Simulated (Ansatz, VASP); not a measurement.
Two plane-wave programs on C

The input INCAR:

```
SYSTEM = C
PREC = Accurate
ENCUT = 520
EDIFF = 1E-6
ISMEAR = 0
SIGMA = 0.02
LREAL = .FALSE.
LASPH = .TRUE.
NELM = 80
ALGO = Normal
ISIF = 2
LWAVE = .FALSE.
LCHARG = .FALSE.
GGA = PE
NBANDS = 11
```

KPOINTS

```
Automatic mesh
0
G
  12 12 12
  0 0 0
```

POSCAR

```
C
1.0
    0.0191002140      1.8357784580      1.8390242460
    1.8670236260     -0.0094876880      1.8676121480
    1.8504558400      1.8477985740      0.0070800980
C
2
Direct
    0.4995626332      0.5612369631      0.4967646069
    0.7504373668      0.6887630369      0.7532353931
```

Input for Ansatz:

```yaml
crystal:
  lattice:
    - [0.019100214, 1.835778458, 1.839024246]
    - [1.867023626, -0.009487688, 1.867612148]
    - [1.85045584, 1.847798574, 0.007080098]
  atoms:
    - { symbol: C, position: [0.4995626332, 0.5612369631, 0.4967646069] }
    - { symbol: C, position: [0.7504373668, 0.6887630369, 0.7532353931] }
basis:
  ecutwfc: 420
kpoints:
  mp_grid: { grid: [12, 12, 12] }
hamiltonian:
  xc: pbe
scf:
  occupations: { method: gaussian, width: 0.02 }
output:
  forces: true
  stress: true
  eigenvalues: true
  populations: true
```

Change from the starting cell: all atoms moved at random, cell strained at random.

Alike in both runs: task single point; functional PBE; k mesh 12 × 12 × 12; occupations gaussian, width 0.02 eV; no spin polarisation.

|  | VASP | Ansatz |
| --- | --- | --- |
| version | VASP 6.6.1 | Ansatz 0.2.0 |
| potentials or method | VASP PAW PBE potentials, release 64 (C), cutoff 520 eV | scalar-relativistic, plane waves, PAW |
| valence electrons in the cell | 8 | 8 |

```tsv
	VASP	Ansatz	Ansatz less VASP
gap on the k mesh at the Fermi level (eV)	none	none	-
pressure (GPa)	-11.6	-12.0	-0.38
traceless stress, the component that is largest in VASP (GPa)	21.71	21.50	-0.208
rms of the force components (eV/Å)	4.791	4.770	-0.0213
```

Atom by atom the forces differ by 0.022 eV/Å (rms over components). A gap of «none» marks a metal or a gap that the smearing closes. The functional is the same, so the differences come from potentials, cutoffs and numerics.
